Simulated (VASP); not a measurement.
## MnO: single point with PBE

MnO:

```
Mn O
1.0
     0.00000    2.03733    2.03733
     2.03733    0.00000    2.03733
     2.03733    2.03733    0.00000
Mn O
1 1
Direct
  0.00000 0.00000 0.00000
  0.50000 0.50000 0.50000
```

```
Program                : VASP 6.6.1
Task                   : single point
Functional             : PBE
Potentials or basis    : VASP PAW PBE potentials, release 64 (Mn_sv, O)
Cutoff                 : 700 eV
k mesh                 : 14 × 14 × 14
Occupations            : gaussian, width 0.05 eV
Spin                   : no spin polarisation
Dipole correction      : no
Further INCAR settings : ALGO = Normal; EDIFF = 1e-06; NBANDS = 18
```

| Property | Result |
| --- | --- |
| Pressure | 4.3 GPa |
| Band gap on the k mesh | zero (an odd number of electrons rules out a gap without spin polarisation) |

Levels at points of the mesh, in eV from the Fermi level:
| k point | band 7 | band 8 | band 9 | band 10 | band 11 | band 12 | band 13 | band 14 | band 15 | band 16 |
| --- | --- | --- | --- | --- | --- | --- | --- | --- | --- | --- |
| (0.00, 0.00, 0.00) | -4.90 | -4.90 | -1.80 | -1.80 | -1.80 | -0.97 | -0.97 | 1.78 | 15.57 | 19.60 |
| (0.50, 0.00, 0.00) | -7.34 | -7.34 | -0.23 | -0.23 | 0.04 | 2.52 | 2.52 | 4.98 | 11.03 | 14.75 |
| (0.50, 0.50, 0.00) | -6.09 | -6.09 | -3.64 | -0.23 | 0.29 | 0.29 | 0.62 | 8.37 | 10.01 | 13.26 |

Run time: 46 s on 1 thread of Intel(R) Xeon(R) Platinum 8488C (Sapphire Rapids), on a shared host, peak memory 0.19 GiB.

Caveat: the cell stands under pressure; an odd number of electrons without spin polarisation forces a metal; a magnetic or distorted state may lie lower; the run has no spin polarisation, though such a crystal can be magnetic; semilocal functionals often make such compounds metallic where correlation or magnetic order opens a gap, which also shifts bond lengths. With open d or f shells a metallic result of PBE can be an artefact of self-interaction; +U or a hybrid may open a gap.
